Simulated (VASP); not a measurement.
# CuO (P4/mmm) in VASP: a series of runs

CuO is run at these levels: PBEsol, PBE; tasks: single point.

Everything below comes from runs of VASP 6.6.1. Logs are shortened: lines on timing, memory, paths and dates and some standing lists are left out, and cuts for length are marked.

**1. The cell of the first run**

The structure is tetragonal, space group P4/mmm (No. 123). Conventional cell: a = 4.161 Å, b = 4.161 Å, c = 3.927 Å, α = 90.00°, β = 90.00°, γ = 90.00°. Cu (site symmetry mmm) has 4 O at 1.96 to 2.08 Å within 2.6 Å. Within 2.6 Å of Cu (site symmetry 4/mmm) lie 6 O at 1.96 to 2.08 Å. Within 2.6 Å of O (site symmetry 4/mmm) lie 6 Cu at 1.96 to 2.08 Å. Within 2.6 Å of O (site symmetry mmm) lie 4 Cu at 1.96 to 2.08 Å.

**2. Single point, PBEsol**

Input file INCAR:

```
SYSTEM = CuO
PREC = Accurate ; ENCUT = 520
EDIFF = 1E-7 ; ISMEAR = -1
SIGMA = 0.05 ; LREAL = .FALSE.
LASPH = .TRUE. ; NELM = 100
ALGO = Normal ; ISIF = 2
LWAVE = .FALSE. ; LCHARG = .FALSE.
GGA = PS ; NBANDS = 34
```

Input file KPOINTS:

```
regular mesh
0
G
  6 6 6
  0 0 0
```

Input file POSCAR:

```
CuO
1.0
    4.1609370000      0.0000000000      0.0000000000
    0.0000000000      4.1609370000      0.0000000000
    0.0000000000      0.0000000000      3.9265194300
Cu O
3 3
Direct
    0.5000000000      0.0000000000      0.5000000000
    0.0000000000      0.5000000000      0.5000000000
    0.0000000000      0.0000000000      0.0000000000
    0.0000000000      0.0000000000      0.5000000000
    0.5000000000      0.0000000000      0.0000000000
    0.0000000000      0.5000000000      0.0000000000
```

Potentials or basis: VASP PAW PBE potentials, release 64 (Cu, O).

On the command line:

```console
$ cat potpaw_PBE.64/Cu/POTCAR potpaw_PBE.64/O/POTCAR > POTCAR
$ mpirun -np 1 vasp_std > vasp.out
```

OUTCAR:

```text
SYSTEM = CuO
   PREC = Accurate
   ENCUT = 520
   EDIFF = 1E-7
   ISMEAR = -1
   LREAL = .FALSE.
   LASPH = .TRUE.
   NELM = 100
   ISIF = 2
   GGA = PS

 ion  position               nearest neighbor table
   1  0.500  0.000  0.500-   5 1.96   5 1.96   4 2.08   4 2.08
   2  0.000  0.500  0.500-   6 1.96   6 1.96   4 2.08   4 2.08
   3  0.000  0.000  0.000-   4 1.96   4 1.96   6 2.08   5 2.08   6 2.08   5 2.08
   4  0.000  0.000  0.500-   3 1.96   3 1.96   1 2.08   2 2.08   2 2.08   1 2.08
   5  0.500  0.000  0.000-   1 1.96   1 1.96   3 2.08   3 2.08
   6  0.000  0.500  0.000-   2 1.96   2 1.96   3 2.08   3 2.08

  LATTYP: Found a simple tetragonal cell.
 ALAT       =     4.1609370000
 C/A-ratio  =     0.9436623121

  Lattice vectors:

 A1 = (   4.1609370000,   0.0000000000,   0.0000000000)
 A2 = (   0.0000000000,   4.1609370000,   0.0000000000)
 A3 = (   0.0000000000,   0.0000000000,   3.9265194300)

Analysis of symmetry for initial positions (statically):
=====================================================================
 Subroutine PRICEL returns:
 Original cell was already a primitive cell.

 Routine SETGRP: Setting up the symmetry group for a
 simple tetragonal supercell.

 Subroutine GETGRP returns: Found 16 space group operations
 (whereof 16 operations were pure point group operations)
 out of a pool of 16 trial point group operations.

The static configuration has the point symmetry D_4h.

Analysis of symmetry for dynamics (positions and initial velocities):
=====================================================================
 Subroutine PRICEL returns:
 Original cell was already a primitive cell.

 Routine SETGRP: Setting up the symmetry group for a
 simple tetragonal supercell.

 Subroutine GETGRP returns: Found 16 space group operations
 (whereof 16 operations were pure point group operations)
 out of a pool of 16 trial point group operations.

The dynamic configuration has the point symmetry D_4h.

 Subroutine INISYM returns: Found 16 space group operations
 (whereof 16 operations are pure point group operations),
 and found     1 'primitive' translations

----------------------------------------------------------------------------------------

                                     Primitive cell

  volume of cell :      67.9814

  direct lattice vectors                    reciprocal lattice vectors
     4.160937000  0.000000000  0.000000000     0.240330483  0.000000000  0.000000000
     0.000000000  4.160937000  0.000000000     0.000000000  0.240330483  0.000000000
     0.000000000  0.000000000  3.926519430     0.000000000  0.000000000  0.254678480

  length of vectors
     4.160937000  4.160937000  3.926519430     0.240330483  0.240330483  0.254678480

  position of ions in fractional coordinates (direct lattice)
     0.500000000  0.000000000  0.500000000
     0.000000000  0.500000000  0.500000000
     0.000000000  0.000000000  0.000000000
     0.000000000  0.000000000  0.500000000
     0.500000000  0.000000000  0.000000000
     0.000000000  0.500000000  0.000000000

  ion indices of the primitive-cell ions
   primitive index   ion index
                 1           1
                 2           2
                 3           3
                 4           4
                 5           5
                 6           6

----------------------------------------------------------------------------------------

 KPOINTS: regular mesh

Automatic generation of k-mesh.
 Grid dimensions read from file:
 generate k-points for:    6    6    6

 Generating k-lattice:

  Cartesian coordinates                     Fractional coordinates (reciprocal lattice)
     0.040055081  0.000000000  0.000000000     0.166666667  0.000000000  0.000000000
     0.000000000  0.040055081  0.000000000     0.000000000  0.166666667  0.000000000
     0.000000000  0.000000000  0.042446413     0.000000000  0.000000000  0.166666667

  Length of vectors
     0.040055081  0.040055081  0.042446413

  Shift w.r.t. Gamma in fractional coordinates (k-lattice)
     0.000000000  0.000000000  0.000000000

 Subroutine IBZKPT returns following result:
 ===========================================

 Found     40 irreducible k-points:

 Following reciprocal coordinates:
            Coordinates               Weight
  0.000000  0.000000  0.000000      1.000000
  0.166667  0.000000  0.000000      4.000000
  0.333333  0.000000  0.000000      4.000000
  0.500000  0.000000  0.000000      2.000000
  0.166667  0.166667  0.000000      4.000000
  0.333333  0.166667  0.000000      8.000000
[... 16 lines left out ...]
  0.333333  0.000000  0.333333      8.000000
  0.500000  0.000000  0.333333      4.000000
 [... further k-points ...]
   k-points           NKPTS =     40   k-points in BZ     NKDIM =     40   number of bands    NBANDS=     34
   number of dos      NEDOS =    301   number of ions     NIONS =      6
   total plane-waves  NPLWV =  30720
   dimension x,y,z NGX =    32 NGY =   32 NGZ =   30
   dimension x,y,z NGXF=    64 NGYF=   64 NGZF=   60
   ions per type =               3   3
   NGX,Y,Z   is equivalent  to a cutoff of  12.79, 12.79, 12.70 a.u.
   NGXF,Y,Z  is equivalent  to a cutoff of  25.57, 25.57, 25.40 a.u.
 SYSTEM =  CuO
   PREC   = accura    normal or accurate (medium, high low for compatibility)
   ISTART =      0    job   : 0-new  1-cont  2-samecut
   ICHARG =      2    charge: 1-file 2-atom 10-const
   ISPIN  =      1    spin polarized calculation?
   LNONCOLLINEAR =      F non collinear calculations
   LSORBIT =      F    spin-orbit coupling
   LASPH  =      T    aspherical Exc in radial PAW
   ENCUT  =  520.0 eV  38.22 Ry    6.18 a.u.   7.74  7.74  7.30*2*pi/ulx,y,z
   NELM   =    100;   NELMIN=  2; NELMDL= -5     # of ELM steps
   EDIFF  = 0.1E-06   stopping-criterion for ELM
   LREAL  =      F    real-space projection
   EDIFFG = 0.1E-05   stopping-criterion for IOM
   NSW    =      0    number of steps for IOM
   IBRION =     -1    ionic relax: 0-MD 1-quasi-New 2-CG
   NFREE  =      0    steps in history (QN), initial steepest desc. (CG)
   ISIF   =      2    stress and relaxation
   ISYM   =      2    0-nonsym 1-usesym 2-fastsym
   POTIM  = 0.5000    time-step for ionic-motion
   TEBEG  =    0.0;   TEEND  =   0.0 temperature during run
   PSTRESS=    0.0 pullay stress
   NELECT =      51.0000    total number of electrons
   NUPDOWN=      -1.0000    fix difference up-down
   EMIN   =  10.00;   EMAX   =-10.00  energy-range for DOS
   EFERMI =   0.00;   METHOD = LEGACY
   ISMEAR =    -1;   SIGMA  =   0.05  broadening in eV -4-tet -1-fermi 0-gaus
   EFERMI_NEDOS =   21; number of points for ismear=-14 and -15
   IALGO  =     38    algorithm
   IMIX   =      4    mixing-type and parameters
     AMIX     =   0.40;   BMIX     =  1.00
     AMIX_MAG =   1.60;   BMIX_MAG =  1.00
  volume/ion in A,a.u.               =      11.33        76.46
  Fermi-wavevector in a.u.,A,eV,Ry     =   1.487538  2.811040 30.106574  2.212771
  Thomas-Fermi vector in A             =   2.600686
   LORBIT       =      0    0 simple, 1 ext, 2 COOP (PROOUT), +10 PAW based schemes
   GGA     = PS    functional components
   LHFCALC =     F    Hartree Fock is set to
   AEXX    =    0.0000 exact exchange contribution
   IVDW    =     0    specifies the selected vdW correction
   LEPSILON=     F    determine dielectric tensor
   LRPA    =     F    only Hartree local field effects (RPA)
 non-spin polarized calculation
  energy-cutoff  :      520.00
  volume of cell :       67.98
 maximum number of plane-waves:      1846
 NGX is ok and might be reduce to    32
   NGX = 15   NGY = 15   NGZ = 15

 number of electron      51.0000033 magnetization

 Free energy of the ion-electron system (eV)
  ---------------------------------------------------
  ext. energy  EPLUGINS =         0.00000000
  ---------------------------------------------------
  free energy    TOTEN  =       -30.50197906 eV

  energy without entropy =      -30.45985893  energy(sigma->0) =      -30.48091899

 E-fermi :   3.8129     XC(G=0): -11.3915

 val. band max:        3.8034671475   @ k =   0.5000   0.1667   0.5000
 cond. band min:       3.8129390475   @ k =   0.1667   0.1667   0.5000
 fundamental gap:      0.0094719000
 Fermi energy:         3.8128872352

 k-point     1 :       0.0000    0.0000    0.0000
  band No.  band energies     occupation
      1     -15.7212      2.00000
      2     -13.7491      2.00000
      3     -13.3123      2.00000
      4      -1.9915      2.00000
      5      -1.8204      2.00000
      6      -1.8204      2.00000
[... 26 lines left out ...]
     33      14.8001      0.00000
     34      15.2826      0.00000

 k-point     2 :       0.1667    0.0000    0.0000
  band No.  band energies     occupation
      1     -15.6710      2.00000
      2     -13.7268      2.00000
      3     -13.3495      2.00000
      4      -2.0270      2.00000
      5      -1.9578      2.00000
      6      -1.8241      2.00000
[... 26 lines left out ...]
     33      15.2849      0.00000
     34      15.5681      0.00000

 k-point     3 :       0.3333    0.0000    0.0000
  band No.  band energies     occupation
      1     -15.5642      2.00000
      2     -13.6673      2.00000
      3     -13.4458      2.00000
      4      -2.3240      2.00000
      5      -1.8767      2.00000
      6      -1.8319      2.00000
[... 26 lines left out ...]
     33      15.2885      0.00000
     34      16.0613      0.00000

 k-point     4 :       0.5000    0.0000    0.0000
  band No.  band energies     occupation
      1     -15.5071      2.00000
      2     -13.6023      2.00000
      3     -13.5330      2.00000
      4      -2.4127      2.00000
      5      -1.8360      2.00000
      6      -1.8259      2.00000
[... 26 lines left out ...]
     33      15.2893      0.00000
     34      15.8613      0.00000

 k-point     5 :       0.1667    0.1667    0.0000
  band No.  band energies     occupation
      1     -15.6211      2.00000
      2     -13.7071      2.00000
      3     -13.3814      2.00000
      4      -2.0862      2.00000
      5      -1.9828      2.00000
      6      -1.9259      2.00000
[... 621 lines left out ...]
 k-point    22 :       0.1667    0.0000    0.3333
  band No.  band energies     occupation
      1     -15.3997      2.00000
      2     -13.7734      2.00000
      3     -13.1935      2.00000
      4      -2.8600      2.00000
      5      -2.1207      2.00000
      6      -1.7011      2.00000
[... 26 lines left out ...]
     33      13.7149      0.00000
     34      16.4948      0.00000

 k-point    23 :       0.3333    0.0000    0.3333
  band No.  band energies     occupation
      1     -15.3262      2.00000
      2     -13.6411      2.00000
      3     -13.2988      2.00000
      4      -3.0985      2.00000
      5      -2.7456      2.00000
      6      -1.7538      2.00000
[... 26 lines left out ...]
     33      14.3298      0.00000
     34      16.1266      0.00000

 k-point    24 :       0.5000    0.0000    0.3333
  band No.  band energies     occupation
      1     -15.2883      2.00000
      2     -13.4982      2.00000
      3     -13.4288      2.00000
      4      -3.1505      2.00000
      5      -3.0830      2.00000
      6      -1.7804      2.00000
[... 26 lines left out ...]
     33      14.8931      0.00000
     34      15.8961      0.00000

 [... further k-points ...]

------------------------ aborting loop because EDIFF is reached ----------------------------------------

  FORCE on cell =-STRESS in cart. coord.  units (eV):
  Direction    XX          YY          ZZ          XY          YZ          ZX
  --------------------------------------------------------------------------------------
  -------------------------------------------------------------------------------------
  Total       -1.9749141     -1.9749141     -4.7254313      0.0000000      0.0000000      0.0000000
  in kB      -46.5445413    -46.5445413   -111.3684059      0.0000000      0.0000000      0.0000000
  external PRESSURE =     -68.1524962 kB  Pullay stress =       0.0000000 kB

 VOLUME and BASIS-vectors are now :
 -----------------------------------------------------------------------------
  energy-cutoff  :      520.00
  volume of cell :       67.98
      direct lattice vectors                 reciprocal lattice vectors
     4.160937000  0.000000000  0.000000000     0.240330483  0.000000000  0.000000000
     0.000000000  4.160937000  0.000000000     0.000000000  0.240330483  0.000000000
     0.000000000  0.000000000  3.926519430     0.000000000  0.000000000  0.254678480

 POSITION                                       TOTAL-FORCE (eV/Angst)
 -----------------------------------------------------------------------------------
      2.08047      0.00000      1.96326         0.000000      0.000000      0.000000
      0.00000      2.08047      1.96326         0.000000      0.000000      0.000000
      0.00000      0.00000      0.00000         0.000000      0.000000      0.000000
      0.00000      0.00000      1.96326         0.000000      0.000000      0.000000
      2.08047      0.00000      0.00000         0.000000      0.000000      0.000000
      0.00000      2.08047      0.00000         0.000000      0.000000      0.000000
 -----------------------------------------------------------------------------------
    total drift:                                0.000000      0.000000     -0.000000

  FREE ENERGIE OF THE ION-ELECTRON SYSTEM (eV)
  ---------------------------------------------------
  free  energy   TOTEN  =       -30.5019790560 eV

  energy  without entropy=      -30.4598589277  energy(sigma->0) =      -30.48091899
```

Wall time 62 s (1 thread of Intel Xeon Platinum 8488C (Sapphire Rapids), shared host); peak memory 0.22 GiB.

Results:

- Free energy: -30.5020 eV
- Pressure: -6.8 GPa
- Band gap on the k mesh: zero (an odd number of electrons rules out a gap without spin polarisation)

Stress tensor (GPa, compression positive):
```
 -4.65   0.00   0.00
  0.00  -4.65   0.00
  0.00   0.00 -11.14
```

Levels at points of the mesh, in eV from the Fermi level:
| k point | band 23 | band 24 | band 25 | band 26 | band 27 | band 28 | band 29 | band 30 |
| --- | --- | --- | --- | --- | --- | --- | --- | --- |
| (0.00, 0.00, 0.00) | -1.47 | -1.45 | -1.35 | -1.35 | -1.34 | 1.22 | 6.01 | 7.44 |
| (0.50, 0.00, 0.00) | -1.48 | -1.46 | -0.88 | -0.70 | -0.59 | 3.76 | 3.96 | 8.44 |
| (0.50, 0.50, 0.00) | -1.29 | -0.65 | -0.44 | -0.44 | 1.06 | 3.55 | 6.24 | 6.24 |
| (0.00, 0.00, 0.50) | -1.12 | -0.70 | -0.16 | -0.16 | 0.02 | 4.96 | 6.64 | 7.67 |
| (0.50, 0.00, 0.50) | -0.79 | -0.44 | -0.05 | 1.20 | 1.27 | 4.60 | 6.38 | 7.53 |
| (0.50, 0.50, 0.50) | 0.21 | 1.22 | 1.29 | 1.31 | 1.31 | 1.89 | 6.89 | 8.22 |

Caveat: the stress differs along the axes, from -11 to -5 GPa; the PAW data sets were made with another functional, which shifts forces and pressure a little; an odd number of electrons without spin polarisation forces a metal; a magnetic or distorted state may lie lower; semilocal functionals often make such compounds metallic where correlation or magnetic order opens a gap, which also shifts bond lengths. With open d or f shells a metallic result of PBEsol can be an artefact of self-interaction; +U or a hybrid may open a gap.

**3. Single point, PBEsol**

This run uses another cell than the first one, of 11.44 Å³/atom.

Input file INCAR:

```
  PREC = Accurate
  ENCUT = 520
  EDIFF = 1E-6
  ISMEAR = -1
  SIGMA = 0.05
  LREAL = F
  LASPH = T
  NELM = 60
  ALGO = Normal
  ISIF = 2
  LWAVE = F
  LCHARG = F
  GGA = PS
  NBANDS = 34
```

Input file KPOINTS:

```
regular mesh
0
Gamma
  6 6 6
```

Edit POSCAR of step 2 so:

```diff
@@ -4,3 +4,3 @@
     0.0000000000      4.1609370000      0.0000000000
-    0.0000000000      0.0000000000      3.9265194300
+    0.0000000000      0.0000000000      3.9653958600
 Cu O
```

Potentials or basis: VASP PAW PBE potentials, release 64 (Cu, O).

On the command line:

```console
$ cat potpaw_PBE.64/Cu/POTCAR potpaw_PBE.64/O/POTCAR > POTCAR
$ mpirun -np 1 vasp_std > vasp.out
```

Wall time 57 s (1 thread of Intel Xeon Platinum 8488C (Sapphire Rapids), shared host); peak memory 0.22 GiB.

The run converged. Its results:

```
Free energy            : -30.4494 eV
Pressure               : -8.6 GPa
Band gap on the k mesh : zero (an odd number of electrons rules out a gap without spin polarisation)
```

Stress tensor (GPa, compression positive):
```
 -5.82   0.00   0.00
  0.00  -5.82   0.00
  0.00   0.00 -14.27
```

Levels at points of the mesh, in eV from the Fermi level:
```csv
k point,band 22,band 23,band 24,band 25,band 26,band 27,band 28,band 29,band 30,band 31
"(0.00, 0.00, 0.00)",-1.63,-1.44,-1.43,-1.34,-1.28,-1.28,1.15,5.94,7.35,8.74
"(0.50, 0.00, 0.00)",-1.57,-1.46,-1.45,-0.83,-0.70,-0.59,3.69,3.94,8.38,8.50
"(0.50, 0.50, 0.00)",-1.40,-1.25,-0.58,-0.43,-0.43,1.09,3.51,6.19,6.19,8.34
"(0.00, 0.00, 0.50)",-1.14,-1.13,-0.71,-0.17,-0.17,0.02,4.84,6.56,7.68,7.68
"(0.50, 0.00, 0.50)",-1.06,-0.78,-0.45,-0.05,1.16,1.26,4.56,6.27,7.55,8.04
"(0.50, 0.50, 0.50)",-0.35,0.21,1.16,1.30,1.30,1.31,1.89,6.86,8.19,8.19
```

Caveat: the stress differs along the axes, from -14 to -6 GPa; the PAW data sets were made with another functional, which shifts forces and pressure a little; an odd number of electrons without spin polarisation forces a metal; a magnetic or distorted state may lie lower; semilocal functionals often make such compounds metallic where correlation or magnetic order opens a gap, which also shifts bond lengths. With open d or f shells a metallic result of PBEsol can be an artefact of self-interaction; +U or a hybrid may open a gap.

**4. Single point, PBEsol**

This run uses another cell than the first one, of 11.67 Å³/atom.

Input file INCAR:

```
SYSTEM = CuO
PREC = Accurate ; ENCUT = 520
EDIFF = 1E-7 ; ISMEAR = -1
SIGMA = 0.05 ; LREAL = .FALSE.
LASPH = .TRUE. ; NELM = 100
ALGO = Normal ; ISIF = 2
LWAVE = .FALSE. ; LCHARG = .FALSE.
GGA = PS ; NBANDS = 34
```

Input file KPOINTS:

```
Automatic mesh
0
G
  6 6 6
  0 0 0
```

Edit POSCAR of step 3 so:

```diff
@@ -4,3 +4,3 @@
     0.0000000000      4.1609370000      0.0000000000
-    0.0000000000      0.0000000000      3.9653958600
+    0.0000000000      0.0000000000      4.0431487200
 Cu O
```

On the command line:

```console
$ cat potpaw_PBE.64/Cu/POTCAR potpaw_PBE.64/O/POTCAR > POTCAR
$ mpirun -np 1 vasp_std > vasp.out
```

Wall time 62 s (1 thread of Intel Xeon Platinum 8488C (Sapphire Rapids), shared host); peak memory 0.22 GiB.

Results (log left out):

```yaml
Free_energy: -30.3096 eV
Pressure: -11.7 GPa
Band_gap_on_the_k_mesh: zero (an odd number of electrons rules out a gap without spin polarisation)
```

Stress tensor (GPa, compression positive):
```
 -7.91   0.00   0.00
  0.00  -7.91   0.00
  0.00   0.00 -19.23
```

Levels at points of the mesh, in eV from the Fermi level:
```
           k point  band 24  band 25  band 26  band 27  band 28  band 29
(0.00, 0.00, 0.00)    -1.38    -1.33    -1.15    -1.15     1.03     5.82
(0.50, 0.00, 0.00)    -1.39    -0.74    -0.70    -0.60     3.55     3.91
(0.50, 0.50, 0.00)    -0.45    -0.41    -0.41     1.16     3.43     6.11
(0.00, 0.00, 0.50)    -0.73    -0.18    -0.18     0.01     4.59     6.39
(0.50, 0.00, 0.50)    -0.47    -0.05     1.08     1.22     4.49     6.05
(0.50, 0.50, 0.50)     1.04     1.26     1.26     1.34     1.91     6.81
```

Caveat: the stress differs along the axes, from -19 to -8 GPa; the PAW data sets were made with another functional, which shifts forces and pressure a little; an odd number of electrons without spin polarisation forces a metal; a magnetic or distorted state may lie lower; semilocal functionals often make such compounds metallic where correlation or magnetic order opens a gap, which also shifts bond lengths.

(Part 1 of 2 ends here.)

The gap in the log of VASP goes by the Fermi energy; the results here count the filled bands.